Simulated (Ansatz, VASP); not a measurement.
**Two plane-wave programs on Ta2Si**

```
Ta Si
1.0
    -3.19111    3.19111    2.41910
     3.19111   -3.19111    2.41910
     3.19111    3.19111   -2.41910
Ta Si
4 2
Direct
  0.66307 0.83693 0.50000
  0.83693 0.33693 0.17387
  0.33693 0.16307 0.50000
  0.16307 0.66307 0.82613
  0.25000 0.25000 0.00000
  0.75000 0.75000 0.00000
```

Change from the starting cell: strain +0.040 along x and y, -0.040 along z, atoms carried along.

Alike in both runs: task single point; functional PBEsol; k mesh 12 × 12 × 12; occupations gaussian, width 0.15 eV; no spin polarisation.

```csv
,VASP,Ansatz
version,VASP 6.6.1,Ansatz 0.2.0
potentials or method,"VASP PAW PBE potentials, release 64 (Ta_pv, Si), cutoff 520 eV","scalar-relativistic, plane waves, PAW"
valence electrons in the cell,52,60
```

```tsv
	VASP	Ansatz	Ansatz less VASP
gap on the k mesh at the Fermi level (eV)	none	none	-
pressure (GPa)	-7.2	-7.4	-0.21
traceless stress, the component that is largest in VASP (GPa)	12.12	12.15	+0.031
rms of the force components (eV/Å)	0.007	0.009	+0.0027
```

VASP's potentials were made for PBE, not for PBEsol. Atom by atom the forces differ by 0.003 eV/Å (rms over components). A gap of «none» marks a metal or a gap that the smearing closes. VASP's potentials hold 52 valence electrons a cell and Ansatz's 60, so a difference there can come from the potentials and not from the codes.

Spin-orbit coupling is off throughout.
